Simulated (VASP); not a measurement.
# Ge (R-3) in VASP: notebook

Ge is run at these levels: PBE; tasks: single point, relaxation of cell and atoms.

All numbers are computed with VASP 6.6.1; they aren't measurements. Logs are shortened: lines on timing, memory, paths and dates and some standing lists are left out, and cuts for length are marked.

## 1. The cell of the first run

The structure is trigonal, space group R-3 (No. 148). Conventional cell: a = 6.281 Å, b = 6.281 Å, c = 17.112 Å, α = 90.00°, β = 90.00°, γ = 120.00°. Within 2.8 Å of Ge (site symmetry 1) lie 4 Ge at 2.10 to 2.13 Å. Ge (site symmetry -3) has 6 Ge at 3.18 Å within 4.2 Å.

The cell was generated, and may not be a known phase.

## 2. Single point, PBE

The input, INCAR:

```
SYSTEM = Ge
  PREC = Accurate
  ENCUT = 520
  EDIFF = 1E-6
  ISMEAR = 0
  SIGMA = 0.1
  LREAL = .False.
  LASPH = .True.
  NELM = 60
  ALGO = Normal
  ISIF = 2
  LWAVE = .False.
  LCHARG = .False.
  GGA = PE
  NBANDS = 58
```

The input, KPOINTS:

```
Automatic mesh
0
Gamma
  3 3 3
  0 0 0
```

The input, POSCAR:

```
Ge
1.0
    3.1403467400      1.8130800400      5.7039112900
   -3.1403467400      1.8130800400      5.7039112900
    0.0000000000     -3.6261600700      5.7039112900
Ge
7
Direct
    0.1665899800      0.7847100000      0.8993600000
    0.7847100000      0.8993600000      0.1665899800
    0.8993600000      0.1665899800      0.7847100000
    0.8334100200      0.2152900000      0.1006400000
    0.2152900000      0.1006400000      0.8334100200
    0.1006400000      0.8334100200      0.2152900000
    0.5000000000      0.5000000000      0.5000000000
```

Potentials or basis: VASP PAW PBE potentials, release 64 (Ge_d).

Started as:

```
$ cat potpaw_PBE.64/Ge_d/POTCAR > POTCAR
$ mpirun -np 1 vasp_std > vasp.out
```

OUTCAR:

```text
SYSTEM = Ge
   PREC = Accurate
   ENCUT = 520
   EDIFF = 1E-6
   ISMEAR = 0
   LREAL = .False.
   LASPH = .True.
   NELM = 60
   ISIF = 2
   GGA = PE

 ion  position               nearest neighbor table
   1  0.167  0.785  0.899-   6 2.10   5 2.10   3 2.13   2 2.13
   2  0.785  0.899  0.167-   6 2.10   4 2.10   1 2.13   3 2.13
   3  0.899  0.167  0.785-   4 2.10   5 2.10   1 2.13   2 2.13
   4  0.833  0.215  0.101-   3 2.10   2 2.10   6 2.13   5 2.13
   5  0.215  0.101  0.833-   3 2.10   1 2.10   4 2.13   6 2.13
   6  0.101  0.833  0.215-   1 2.10   2 2.10   4 2.13   5 2.13
   7  0.500  0.500  0.500-

  LATTYP: Found a trigonal (rhomboedric) cell.
 ALAT       =     6.7589674421
 COS(alpha) =     0.5682578066

  Lattice vectors:

 A1 = (   3.1403467400,   1.8130800400,   5.7039112900)
 A2 = (  -3.1403467400,   1.8130800400,   5.7039112900)
 A3 = (   0.0000000000,  -3.6261600700,   5.7039112900)

Analysis of symmetry for initial positions (statically):
=====================================================================
 Subroutine PRICEL returns:
 Original cell was already a primitive cell.

 Routine SETGRP: Setting up the symmetry group for a
 trigonal (rhombohedral) supercell.

 Subroutine GETGRP returns: Found  6 space group operations
 (whereof  6 operations were pure point group operations)
 out of a pool of 12 trial point group operations.

The static configuration has the point symmetry S_6 .

Analysis of symmetry for dynamics (positions and initial velocities):
=====================================================================
 Subroutine PRICEL returns:
 Original cell was already a primitive cell.

 Routine SETGRP: Setting up the symmetry group for a
 trigonal (rhombohedral) supercell.

 Subroutine GETGRP returns: Found  6 space group operations
 (whereof  6 operations were pure point group operations)
 out of a pool of 12 trial point group operations.

The dynamic configuration has the point symmetry S_6 .

 Subroutine INISYM returns: Found  6 space group operations
 (whereof  6 operations are pure point group operations),
 and found     1 'primitive' translations

----------------------------------------------------------------------------------------

                                     Primitive cell

  volume of cell :     194.8582

  direct lattice vectors                    reciprocal lattice vectors
     3.140346740  1.813080040  5.703911290     0.159218087  0.091924605  0.058439431
    -3.140346740  1.813080040  5.703911290    -0.159218087  0.091924605  0.058439431
     0.000000000 -3.626160070  5.703911290     0.000000000 -0.183849211  0.058439432

  length of vectors
     6.758967442  6.758967442  6.758967440     0.192913710  0.192913710  0.192913710

  position of ions in fractional coordinates (direct lattice)
     0.166589980  0.784710000  0.899360000
     0.784710000  0.899360000  0.166589980
     0.899360000  0.166589980  0.784710000
     0.833410020  0.215290000  0.100640000
     0.215290000  0.100640000  0.833410020
     0.100640000  0.833410020  0.215290000
     0.500000000  0.500000000  0.500000000

  ion indices of the primitive-cell ions
   primitive index   ion index
                 1           1
                 2           2
                 3           3
                 4           4
                 5           5
                 6           6
                 7           7

----------------------------------------------------------------------------------------

 KPOINTS: Automatic mesh

Automatic generation of k-mesh.
 Grid dimensions read from file:
 generate k-points for:    3    3    3

 Generating k-lattice:

  Cartesian coordinates                     Fractional coordinates (reciprocal lattice)
     0.053072696  0.030641535  0.019479810     0.333333333 -0.000000000  0.000000000
    -0.053072696  0.030641535  0.019479810    -0.000000000  0.333333333  0.000000000
     0.000000000 -0.061283070  0.019479811     0.000000000  0.000000000  0.333333333

  Length of vectors
     0.064304570  0.064304570  0.064304570

  Shift w.r.t. Gamma in fractional coordinates (k-lattice)
     0.000000000  0.000000000  0.000000000

 Subroutine IBZKPT returns following result:
 ===========================================

 Found      6 irreducible k-points:

 Following reciprocal coordinates:
            Coordinates               Weight
  0.000000  0.000000  0.000000      1.000000
  0.333333  0.000000  0.000000      6.000000
  0.333333  0.333333  0.000000      6.000000
 -0.333333  0.333333  0.000000      6.000000
  0.333333  0.333333  0.333333      2.000000
 -0.333333  0.333333  0.333333      6.000000
   k-points           NKPTS =      6   k-points in BZ     NKDIM =      6   number of bands    NBANDS=     58
   number of dos      NEDOS =    301   number of ions     NIONS =      7
   total plane-waves  NPLWV = 125000
   dimension x,y,z NGX =    50 NGY =   50 NGZ =   50
   dimension x,y,z NGXF=   100 NGYF=  100 NGZF=  100
   ions per type =               7
   NGX,Y,Z   is equivalent  to a cutoff of  12.30, 12.30, 12.30 a.u.
   NGXF,Y,Z  is equivalent  to a cutoff of  24.60, 24.60, 24.60 a.u.
 SYSTEM =  Ge
   PREC   = accura    normal or accurate (medium, high low for compatibility)
   ISTART =      0    job   : 0-new  1-cont  2-samecut
   ICHARG =      2    charge: 1-file 2-atom 10-const
   ISPIN  =      1    spin polarized calculation?
   LNONCOLLINEAR =      F non collinear calculations
   LSORBIT =      F    spin-orbit coupling
   LASPH  =      T    aspherical Exc in radial PAW
   ENCUT  =  520.0 eV  38.22 Ry    6.18 a.u.  12.57 12.57 12.57*2*pi/ulx,y,z
   NELM   =     60;   NELMIN=  2; NELMDL= -5     # of ELM steps
   EDIFF  = 0.1E-05   stopping-criterion for ELM
   LREAL  =      F    real-space projection
   EDIFFG = 0.1E-04   stopping-criterion for IOM
   NSW    =      0    number of steps for IOM
   IBRION =     -1    ionic relax: 0-MD 1-quasi-New 2-CG
   NFREE  =      0    steps in history (QN), initial steepest desc. (CG)
   ISIF   =      2    stress and relaxation
   ISYM   =      2    0-nonsym 1-usesym 2-fastsym
   POTIM  = 0.5000    time-step for ionic-motion
   TEBEG  =    0.0;   TEEND  =   0.0 temperature during run
   PSTRESS=    0.0 pullay stress
   NELECT =      98.0000    total number of electrons
   NUPDOWN=      -1.0000    fix difference up-down
   EMIN   =  10.00;   EMAX   =-10.00  energy-range for DOS
   EFERMI =   0.00;   METHOD = LEGACY
   ISMEAR =     0;   SIGMA  =   0.10  broadening in eV -4-tet -1-fermi 0-gaus
   EFERMI_NEDOS =   21; number of points for ismear=-14 and -15
   IALGO  =     38    algorithm
   IMIX   =      4    mixing-type and parameters
     AMIX     =   0.40;   BMIX     =  1.00
     AMIX_MAG =   1.60;   BMIX_MAG =  1.00
  volume/ion in A,a.u.               =      27.84       187.85
  Fermi-wavevector in a.u.,A,eV,Ry     =   1.301899  2.460233 23.061076  1.694941
  Thomas-Fermi vector in A             =   2.433003
   LORBIT       =      0    0 simple, 1 ext, 2 COOP (PROOUT), +10 PAW based schemes
   GGA     = PE    functional components
   LHFCALC =     F    Hartree Fock is set to
   AEXX    =    0.0000 exact exchange contribution
   IVDW    =     0    specifies the selected vdW correction
   LEPSILON=     F    determine dielectric tensor
   LRPA    =     F    only Hartree local field effects (RPA)
 non-spin polarized calculation
 Gauss-broadening in eV      SIGMA  =   0.10
  energy-cutoff  :      520.00
  volume of cell :      194.86
 maximum number of plane-waves:      5271
 NGX is ok and might be reduce to    50
   NGX = 25   NGY = 25   NGZ = 25

 number of electron      98.0000023 magnetization

 Free energy of the ion-electron system (eV)
  ---------------------------------------------------
  ext. energy  EPLUGINS =         0.00000000
  ---------------------------------------------------
  free energy    TOTEN  =       -15.31905536 eV

  energy without entropy =      -15.31905536  energy(sigma->0) =      -15.31905536

 E-fermi :   3.1064     XC(G=0):  -8.4769

 val. band max:        2.6548332126   @ k =   0.3333   0.0000   0.0000
 cond. band min:       4.3696172185   @ k =  -0.3333   0.3333   0.3333
 fundamental gap:      1.7147840059
 Fermi energy:         3.1063842417

 k-point     1 :       0.0000    0.0000    0.0000
  band No.  band energies     occupation
      1     -22.9000      2.00000
      2     -22.6921      2.00000
      3     -22.6921      2.00000
      4     -22.6567      2.00000
      5     -22.5299      2.00000
      6     -22.5299      2.00000
[... 50 lines left out ...]
     57       8.1833      0.00000
     58       8.7035      0.00000

 k-point     2 :       0.3333    0.0000    0.0000
  band No.  band energies     occupation
      1     -22.8999      2.00000
      2     -22.6920      2.00000
      3     -22.6919      2.00000
      4     -22.6565      2.00000
      5     -22.5300      2.00000
      6     -22.5299      2.00000
[... 50 lines left out ...]
     57       7.3118      0.00000
     58       8.0936      0.00000

 k-point     3 :       0.3333    0.3333    0.0000
  band No.  band energies     occupation
      1     -22.9000      2.00000
      2     -22.6920      2.00000
      3     -22.6919      2.00000
      4     -22.6565      2.00000
      5     -22.5299      2.00000
      6     -22.5298      2.00000
[... 50 lines left out ...]
     57       7.4932      0.00000
     58       7.8292      0.00000

 k-point     4 :      -0.3333    0.3333    0.0000
  band No.  band energies     occupation
      1     -22.9000      2.00000
      2     -22.6920      2.00000
      3     -22.6919      2.00000
      4     -22.6564      2.00000
      5     -22.5299      2.00000
      6     -22.5298      2.00000
[... 50 lines left out ...]
     57       7.1550      0.00000
     58       7.8972      0.00000

 k-point     5 :       0.3333    0.3333    0.3333
  band No.  band energies     occupation
      1     -22.8999      2.00000
      2     -22.6919      2.00000
      3     -22.6919      2.00000
      4     -22.6566      2.00000
      5     -22.5299      2.00000
      6     -22.5299      2.00000
[... 50 lines left out ...]
     57       8.4129      0.00000
     58       8.4243      0.00000

 k-point     6 :      -0.3333    0.3333    0.3333
  band No.  band energies     occupation
      1     -22.9000      2.00000
      2     -22.6919      2.00000
      3     -22.6919      2.00000
      4     -22.6564      2.00000
      5     -22.5299      2.00000
      6     -22.5298      2.00000
[... 50 lines left out ...]
     57       7.3824      0.00000
     58       8.2318      0.00000

------------------------ aborting loop because EDIFF is reached ----------------------------------------

  FORCE on cell =-STRESS in cart. coord.  units (eV):
  Direction    XX          YY          ZZ          XY          YZ          ZX
  --------------------------------------------------------------------------------------
  -------------------------------------------------------------------------------------
  Total       45.3353969     45.3353970     47.8802656      0.0000011      0.0000000     -0.0000000
  in kB      372.7600943    372.7600947    393.6847042      0.0000089      0.0000002     -0.0000000
  external PRESSURE =     379.7349644 kB  Pullay stress =       0.0000000 kB

 VOLUME and BASIS-vectors are now :
 -----------------------------------------------------------------------------
  energy-cutoff  :      520.00
  volume of cell :      194.86
      direct lattice vectors                 reciprocal lattice vectors
     3.140346740  1.813080040  5.703911290     0.159218087  0.091924605  0.058439431
    -3.140346740  1.813080040  5.703911290    -0.159218087  0.091924605  0.058439431
     0.000000000 -3.626160070  5.703911290     0.000000000 -0.183849211  0.058439432

 POSITION                                       TOTAL-FORCE (eV/Angst)
 -----------------------------------------------------------------------------------
     -1.94111     -1.53644     10.55600        12.788097      3.285680    -10.382193
     -0.36004      2.44927     10.55600        -3.548567    -12.717657    -10.382193
      2.30115     -0.91283     10.55600        -9.239530      9.431977    -10.382193
      1.94111      1.53644      6.55573       -12.788097     -3.285680     10.382193
      0.36004     -2.44927      6.55573         3.548567     12.717657     10.382193
     -2.30115      0.91283      6.55573         9.239530     -9.431977     10.382193
      0.00000      0.00000      8.55587        -0.000000     -0.000000      0.000000
 -----------------------------------------------------------------------------------
    total drift:                               -0.000000     -0.000000      0.000000

  FREE ENERGIE OF THE ION-ELECTRON SYSTEM (eV)
  ---------------------------------------------------
  free  energy   TOTEN  =       -15.3190553638 eV

  energy  without entropy=      -15.3190553638  energy(sigma->0) =      -15.31905536
```

It took 54 s on 1 thread of Intel Xeon 6975P-C (Granite Rapids), shared host; peak memory 0.34 GiB.

Results:

| Item | Value |
| --- | --- |
| Free energy | -15.3191 eV |
| Pressure | 38.0 GPa |
| Largest force | 16.796 eV/Å |
| Band gap on the k mesh | 1.71 eV (least direct gap 1.85 eV) |

Forces in eV/Å, atoms in the order of the input:
```
Ge   12.788   3.286 -10.382
Ge   -3.549 -12.718 -10.382
Ge   -9.240   9.432 -10.382
Ge  -12.788  -3.286  10.382
Ge    3.549  12.718  10.382
Ge    9.240  -9.432  10.382
Ge    0.000   0.000   0.000
```

Stress tensor (GPa, compression positive):
```
37.28  0.00  0.00
 0.00 37.28  0.00
 0.00  0.00 39.37
```

Levels at points of the mesh, in eV from the valence-band top:
| k point | band 47 | band 48 | band 49 | band 50 | band 51 | band 52 |
| --- | --- | --- | --- | --- | --- | --- |
| (0.00, 0.00, 0.00) | -1.71 | -1.41 | -1.41 | 2.07 | 2.99 | 2.99 |

Caveat: the cell stands under pressure; forces of over 1 eV/Å act on the atoms, so gaps and moduli don't describe the material at rest. A k mesh can miss the band edges.

[end of part 1 of 2]
